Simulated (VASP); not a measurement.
# PtS2 (P-3m1) in VASP: further runs

PtS2 is run at these levels: HSE06, PBE; tasks: single point.

All numbers are computed with VASP 6.6.1; they aren't measurements. Logs are shortened: lines on timing, memory, paths and dates and some standing lists are left out, and cuts for length are marked.

### 1 The cell of the first run

The structure is trigonal, space group P-3m1 (No. 164). The conventional cell has a = 3.553 Å, b = 3.553 Å, c = 5.123 Å, α = 90.00°, β = 90.00°, γ = 120.00°. Pt (site symmetry -3m) has 6 S at 2.39 Å within 3.2 Å. S (site symmetry 3m) has 3 Pt at 2.39 Å and 3 S at 3.20 Å within 3.2 Å.

### 2 Single point, HSE06

The input, POSCAR:

```
PtS2
1.0
    3.5526240046      0.0000000000      0.0000000000
   -1.7763120023      3.0766626381      0.0000000000
    0.0000000000      0.0000000000      5.1228330609
Pt S
1 2
Direct
    0.0000000000      0.0000000000      0.0000000000
    0.3333333333      0.6666666667      0.2392541205
    0.6666666667      0.3333333333      0.7607458795
```

The input, INCAR.step1:

```
ALGO     = Normal         # electronic algorithm
EDIFF    = 1E-5           # SCF threshold, eV
ENCUT    = 400            # plane-wave cutoff, eV
GGA      = PE             # functional
GGA_COMPAT= F            
ISIF     = 2              # what is computed and relaxed
ISMEAR   = 0              # smearing method
LASPH    = T              # aspherical terms in the spheres
LCHARG   = F              # write CHGCAR
LREAL    = F              # projectors in reciprocal space
LWAVE    = T              # write WAVECAR
NBANDS   = 18             # bands
NELM     = 120            # most SCF steps
PREC     = Accurate       # precision mode
SIGMA    = 0.01           # smearing width, eV
```

The input, INCAR.step2:

```
ALGO     = Normal         # electronic algorithm
EDIFF    = 1E-6           # SCF threshold, eV
ENCUT    = 400            # plane-wave cutoff, eV
GGA      = PE             # functional
GGA_COMPAT= F            
HFSCREEN = 0.2079         # screening, 1/A
ISIF     = 2              # what is computed and relaxed
ISMEAR   = 0              # smearing method
ISTART   = 1            
LASPH    = T              # aspherical terms in the spheres
LCHARG   = F              # write CHGCAR
LHFCALC  = T              # exact exchange
LREAL    = F              # projectors in reciprocal space
LWAVE    = F              # write WAVECAR
NBANDS   = 18             # bands
NELM     = 120            # most SCF steps
PREC     = Accurate       # precision mode
PRECFOCK = Normal       
SIGMA    = 0.01           # smearing width, eV
```

The input, KPOINTS:

```
k-points
0
Gamma
  6 6 4
```

Potentials or basis: VASP PAW PBE potentials, release 64 (Pt, S).

Command:

```bash
$ cat potpaw_PBE.64/Pt/POTCAR potpaw_PBE.64/S/POTCAR > POTCAR
$ cp INCAR.step1 INCAR
$ mpirun -np 1 vasp_std > vasp.out
$ cp INCAR.step2 INCAR
$ mpirun -np 1 vasp_std > vasp.out
```

OUTCAR:

```text
EDIFF = 1E-6
   ENCUT = 400
   GGA = PE
   HFSCREEN = 0.2079
   ISIF = 2
   ISMEAR = 0
   ISTART = 1
   LASPH = T
   LHFCALC = T
   LREAL = F
   NELM = 120
   PREC = Accurate
   PRECFOCK = Normal

 ion  position               nearest neighbor table
   1  0.000  0.000  0.000-   2 2.39   3 2.39   3 2.39   2 2.39   3 2.39   2 2.39
   2  0.333  0.667  0.239-   1 2.39   1 2.39   1 2.39
   3  0.667  0.333  0.761-   1 2.39   1 2.39   1 2.39

  LATTYP: Found a hexagonal cell.
 ALAT       =     3.5526240046
 C/A-ratio  =     1.4419857137

  Lattice vectors:

 A1 = (   3.5526240046,   0.0000000000,   0.0000000000)
 A2 = (  -1.7763120023,   3.0766626381,   0.0000000000)
 A3 = (   0.0000000000,   0.0000000000,   5.1228330609)

Analysis of symmetry for initial positions (statically):
=====================================================================
 Subroutine PRICEL returns:
 Original cell was already a primitive cell.

 Routine SETGRP: Setting up the symmetry group for a
 hexagonal supercell.

 Subroutine GETGRP returns: Found 12 space group operations
 (whereof 12 operations were pure point group operations)
 out of a pool of 24 trial point group operations.

The static configuration has the point symmetry D_3d.

Analysis of symmetry for dynamics (positions and initial velocities):
=====================================================================
 Subroutine PRICEL returns:
 Original cell was already a primitive cell.

 Routine SETGRP: Setting up the symmetry group for a
 hexagonal supercell.

 Subroutine GETGRP returns: Found 12 space group operations
 (whereof 12 operations were pure point group operations)
 out of a pool of 24 trial point group operations.

The dynamic configuration has the point symmetry D_3d.

 Subroutine INISYM returns: Found 12 space group operations
 (whereof 12 operations are pure point group operations),
 and found     1 'primitive' translations

----------------------------------------------------------------------------------------

                                     Primitive cell

  volume of cell :      55.9937

  direct lattice vectors                    reciprocal lattice vectors
     3.552624005  0.000000000  0.000000000     0.281482082  0.162513756  0.000000000
[... 92 lines left out ...]
   NFREE  =      0    steps in history (QN), initial steepest desc. (CG)
   ISIF   =      2    stress and relaxation
   ISYM   =      3    0-nonsym 1-usesym 2-fastsym
   POTIM  = 0.5000    time-step for ionic-motion
   TEBEG  =    0.0;   TEEND  =   0.0 temperature during run
   PSTRESS=    0.0 pullay stress
   NELECT =      22.0000    total number of electrons
   NUPDOWN=      -1.0000    fix difference up-down
   EMIN   =  10.00;   EMAX   =-10.00  energy-range for DOS
   EFERMI =   0.00;   METHOD = LEGACY
   ISMEAR =     0;   SIGMA  =   0.01  broadening in eV -4-tet -1-fermi 0-gaus
   EFERMI_NEDOS =   21; number of points for ismear=-14 and -15
   IALGO  =     38    algorithm
   IMIX   =      1    mixing-type and parameters
     AMIX     =   0.40;   BMIX     =  1.00
     AMIX_MAG =   1.60;   BMIX_MAG =  1.00
  volume/ion in A,a.u.               =      18.66       125.95
  Fermi-wavevector in a.u.,A,eV,Ry     =   1.199046  2.265869 19.561259  1.437712
  Thomas-Fermi vector in A             =   2.334919
   LORBIT       =      0    0 simple, 1 ext, 2 COOP (PROOUT), +10 PAW based schemes
   GGA     = PE    functional components
   LHFCALC =     T    Hartree Fock is set to
   PRECFOCK=normal    Normal, Fast or Accurate (Low or Medium for compatibility)
   ENCUT4O =  -1.0   cutoff for four orbital integrals eV
   NKREDX  =     1    reduce k-point grid by
   NKREDY  =     1    reduce k-point grid by
   NKREDZ  =     1    reduce k-point grid by
   AEXX    =    0.2500 exact exchange contribution
   HFSCREEN=    0.2079 screening length (either q_TF or 0.3 A-1)
   HFSCREENC=   0.2079 screening length for correlation (either q_TF or 0.3 A-1)
   ENCUTFOCK=  -1.0 apply spherical cutoff to Coloumb kernel
   IVDW    =     0    specifies the selected vdW correction
   LEPSILON=     F    determine dielectric tensor
   LRPA    =     F    only Hartree local field effects (RPA)
 non-spin polarized calculation
 Gauss-broadening in eV      SIGMA  =   0.01
  energy-cutoff  :      400.00
  volume of cell :       55.99
 maximum number of plane-waves:      1032
 NGX is ok and might be reduce to    24
  NGX = 18; NGY = 18; NGZ = 28

 number of electron      21.9999993 magnetization

 Free energy of the ion-electron system (eV)
  ---------------------------------------------------
  ext. energy  EPLUGINS =         0.00000000
  ---------------------------------------------------
  free energy    TOTEN  =       -18.62914250 eV

  energy without entropy =      -18.62914250  energy(sigma->0) =      -18.62914250

 E-fermi :   6.0669     XC(G=0):  -8.6906

 val. band max:        6.0209365069   @ k =   0.0000   0.0000   0.0000
 cond. band min:       7.4203362041   @ k =   0.0000   0.3333   0.2500
 fundamental gap:      1.3993996972
 Fermi energy:         6.0669356023

 k-point     1 :       0.0000    0.0000    0.0000
  band No.  band energies     occupation
      1     -10.7261      2.00000
      2      -7.6436      2.00000
      3      -1.7282      2.00000
      4      -1.1956      2.00000
      5      -1.1956      2.00000
      6       1.4109      2.00000
[... 481 lines left out ...]
      5      -0.7089      2.00000
      6       1.2078      2.00000
[... 10 lines left out ...]
     17      15.0149      0.00000
     18      17.7500      0.00000

------------------------ aborting loop because EDIFF is reached ----------------------------------------

  FORCE on cell =-STRESS in cart. coord.  units (eV):
  Direction    XX          YY          ZZ          XY          YZ          ZX
  --------------------------------------------------------------------------------------
  -------------------------------------------------------------------------------------
  Total       -0.6394278     -0.6394278     -0.1591821      0.0000000      0.0000000      0.0000000
  in kB      -18.2962784    -18.2962784     -4.5547601      0.0000000      0.0000000      0.0000000
  external PRESSURE =     -13.7157723 kB  Pullay stress =       0.0000000 kB

 VOLUME and BASIS-vectors are now :
 -----------------------------------------------------------------------------
  energy-cutoff  :      400.00
  volume of cell :       55.99
      direct lattice vectors                 reciprocal lattice vectors
     3.552624005  0.000000000  0.000000000     0.281482082  0.162513756  0.000000000
    -1.776312002  3.076662638  0.000000000     0.000000000  0.325027511  0.000000000
     0.000000000  0.000000000  5.122833061     0.000000000  0.000000000  0.195204487

 POSITION                                       TOTAL-FORCE (eV/Angst)
 -----------------------------------------------------------------------------------
      0.00000      0.00000      0.00000         0.000000      0.000000      0.000000
     -0.00000      2.05111      1.22566         0.000000      0.000000     -0.410750
      1.77631      1.02555      3.89717        -0.000000      0.000000      0.410750
 -----------------------------------------------------------------------------------
    total drift:                                0.000000      0.000000     -0.000002

  FREE ENERGIE OF THE ION-ELECTRON SYSTEM (eV)
  ---------------------------------------------------
  free  energy   TOTEN  =       -18.6291424990 eV

  energy  without entropy=      -18.6291424990  energy(sigma->0) =      -18.62914250
```

OSZICAR.step1:

```text
N       E                     dE             d eps       ncg     rms          rms(c)
DAV:   1     0.919159249277E+02    0.91916E+02   -0.88930E+03   904   0.867E+02
DAV:   2    -0.125827559916E+02   -0.10450E+03   -0.10075E+03  1072   0.197E+02
DAV:   3    -0.167013759587E+02   -0.41186E+01   -0.40956E+01  1108   0.401E+01
DAV:   4    -0.167416129730E+02   -0.40237E-01   -0.40216E-01  1120   0.442E+00
DAV:   5    -0.167422771366E+02   -0.66416E-03   -0.66411E-03  1090   0.543E-01    0.179E+01
DAV:   6    -0.156589379971E+02    0.10833E+01   -0.61737E+00   904   0.239E+01    0.119E+01
DAV:   7    -0.154115942414E+02    0.24734E+00   -0.12160E+00   898   0.108E+01    0.583E+00
DAV:   8    -0.153968706889E+02    0.14724E-01   -0.63341E-02   952   0.171E+00    0.119E+00
DAV:   9    -0.153936317864E+02    0.32389E-02   -0.90447E-03  1028   0.971E-01    0.222E-01
DAV:  10    -0.153938451621E+02   -0.21338E-03   -0.14091E-03  1090   0.234E-01    0.927E-02
DAV:  11    -0.153938977688E+02   -0.52607E-04   -0.64125E-05  1010   0.640E-02    0.467E-02
DAV:  12    -0.153939007228E+02   -0.29540E-05   -0.10050E-05   828   0.281E-02
   1 F= -.15393901E+02 E0= -.15393901E+02  d E =-.561082E-38
```

It took 43 min on 1 thread of Intel Xeon Platinum 8259CL at 2.50GHz (Skylake/Cascade Lake), shared host; peak memory 0.28 GiB.

Results:

- Free energy: -18.6291 eV
- Pressure: -1.4 GPa
- Largest force: 0.411 eV/Å
- Band gap on the k mesh: 1.40 eV (least direct gap 2.14 eV)

Forces in eV/Å, atoms in the order of the input:
```
Pt   0.000  0.000  0.000
S    0.000  0.000 -0.411
S    0.000  0.000  0.411
```

Stress tensor (GPa, compression positive):
```
-1.83  0.00  0.00
 0.00 -1.83  0.00
 0.00  0.00 -0.46
```

Levels at points of the mesh, in eV from the valence-band top:
```tsv
k point	band 8	band 9	band 10	band 11	band 12	band 13	band 14	band 15
(0.00, 0.00, 0.00)	-2.66	-1.15	-1.15	0.00	2.74	2.74	5.50	6.42
(0.50, 0.00, 0.00)	-3.78	-3.52	-3.45	-2.91	2.21	3.30	6.37	7.34
(0.00, 0.00, 0.50)	-2.81	-1.54	-1.38	-1.38	3.32	3.32	6.37	8.16
(0.50, 0.00, 0.50)	-3.85	-3.41	-3.02	-1.63	2.38	2.97	6.05	6.33
```

Caveat: the PAW data sets were made with another functional, which shifts forces and pressure a little; spin-orbit coupling is left out, which moves the levels of the heavy elements. A k mesh can miss the band edges.

### 3 Single point, PBE

The input, INCAR:

```
PREC     = Accurate       # precision mode
ENCUT    = 570            # plane-wave cutoff, eV
EDIFF    = 1E-6           # SCF threshold, eV
ISMEAR   = -1             # smearing method
SIGMA    = 0.02           # smearing width, eV
LREAL    = False          # projectors in reciprocal space
LASPH    = True           # aspherical terms in the spheres
NELM     = 120            # most SCF steps
ALGO     = Normal         # electronic algorithm
ISIF     = 2              # what is computed and relaxed
LWAVE    = False          # write WAVECAR
LCHARG   = True           # write CHGCAR
GGA      = PE             # functional
LELF     = True           # ELF
LVHAR    = True         
NBANDS   = 22             # bands
GGA_COMPAT= False
```

The input, KPOINTS:

```
Automatic mesh
0
Gamma
  12 12 6
```

POSCAR is that of step 2.

Potentials or basis: VASP PAW PBE potentials, release 64 (Pt_sv_GW, S).

Command:

```bash
$ cat potpaw_PBE.64/Pt_sv_GW/POTCAR potpaw_PBE.64/S/POTCAR > POTCAR
$ mpirun -np 1 vasp_std > vasp.out
```

It took 65 s on 1 thread of AMD EPYC 9R45 (Zen 5), shared host; peak memory 0.25 GiB.

It converged, with:

* Free energy: -15.3645 eV
* Pressure: 2.9 GPa
* Largest force: 0.040 eV/Å
* Band gap on the k mesh: 0.72 eV (least direct gap 0.97 eV)

Forces in eV/Å, atoms in the order of the input:
```
Pt   0.000  0.000  0.000
S    0.000  0.000  0.040
S    0.000  0.000 -0.040
```

Stress tensor (GPa, compression positive):
```
3.35 0.00 0.00
0.00 3.35 0.00
0.00 0.00 1.96
```

Levels at points of the mesh, in eV from the valence-band top:
```csv
k point,band 13,band 14,band 15,band 16,band 17,band 18
"(0.00, 0.00, 0.00)",-1.03,-1.03,-0.02,2.12,2.12,4.77
"(0.50, 0.00, 0.00)",-3.02,-2.92,-2.40,1.56,2.57,5.44
"(0.00, 0.00, 0.50)",-1.26,-1.26,-1.10,2.64,2.64,5.57
"(0.50, 0.00, 0.50)",-2.70,-2.66,-1.42,1.76,2.23,5.08
```

Caveat: spin-orbit coupling is left out, which moves the levels of the heavy elements. A k mesh can miss the band edges.
